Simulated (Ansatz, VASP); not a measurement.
**ZnS: VASP beside Ansatz**

File INCAR:

```
SYSTEM = ZnS
ALGO     = Normal         ! electronic algorithm
EDIFF    = 1E-7           ! SCF threshold, eV
ENCUT    = 520            ! plane-wave cutoff, eV
GGA      = PE             ! functional
ISIF     = 2              ! what is computed and relaxed
ISMEAR   = 0              ! smearing method
LASPH    = .TRUE.         ! aspherical terms in the spheres
LCHARG   = .FALSE.        ! write CHGCAR
LREAL    = .FALSE.        ! projectors in reciprocal space
LWAVE    = .FALSE.        ! write WAVECAR
NBANDS   = 16             ! bands
NELM     = 100            ! most SCF steps
PREC     = Accurate       ! precision mode
SIGMA    = 0.05           ! smearing width, eV
```

The input KPOINTS:

```
k-points
0
G
  10 10 10
  0 0 0
```

File POSCAR:

```
ZnS
1.0
    0.0000000000      2.6640802500      2.7452197500
    2.6640802500      0.0000000000      2.7452197500
    2.6640802500      2.6640802500      0.0000000000
Zn S
1 1
Direct
    0.0000000000      0.0000000000      0.0000000000
    0.7500000000      0.7500000000      0.7500000000
```

Input for Ansatz:

```yaml
crystal:
  lattice:
    - [0.0, 2.66408025, 2.74521975]
    - [2.66408025, 0.0, 2.74521975]
    - [2.66408025, 2.66408025, 0.0]
  atoms:
    - { symbol: Zn, position: [0.0, 0.0, 0.0] }
    - { symbol: S, position: [0.75, 0.75, 0.75] }
basis:
  ecutwfc: 420
kpoints:
  mp_grid: { grid: [10, 10, 10] }
hamiltonian:
  xc: pbe
scf:
  occupations: { method: gaussian, width: 0.05 }
output:
  forces: true
  stress: true
  eigenvalues: true
```

Change from the starting cell: strain -0.015 along x and y, +0.015 along z, atoms carried along.

Alike in both runs: task single point; functional PBE; k mesh 10 × 10 × 10; occupations gaussian, width 0.05 eV; no spin polarisation.

|  | VASP | Ansatz |
| --- | --- | --- |
| version | VASP 6.6.1 | Ansatz 0.2.0 |
| potentials or method | VASP PAW PBE potentials, release 64 (Zn, S), cutoff 520 eV | scalar-relativistic, plane waves, PAW |
| valence electrons in the cell | 18 | 18 |

|  | VASP | Ansatz | Ansatz less VASP |
| --- | --- | --- | --- |
| gap on the k mesh at the Fermi level (eV) | 2.13 | 2.12 | -0.006 |
| least direct gap on the mesh (eV) | 2.13 | 2.12 | -0.006 |
| pressure (GPa) | 2.7 | 2.5 | -0.17 |
| traceless stress, the component that is largest in VASP (GPa) | -0.84 | -0.85 | -0.009 |

With one functional, cell and mesh, what is left measures potentials, basis and numerics.
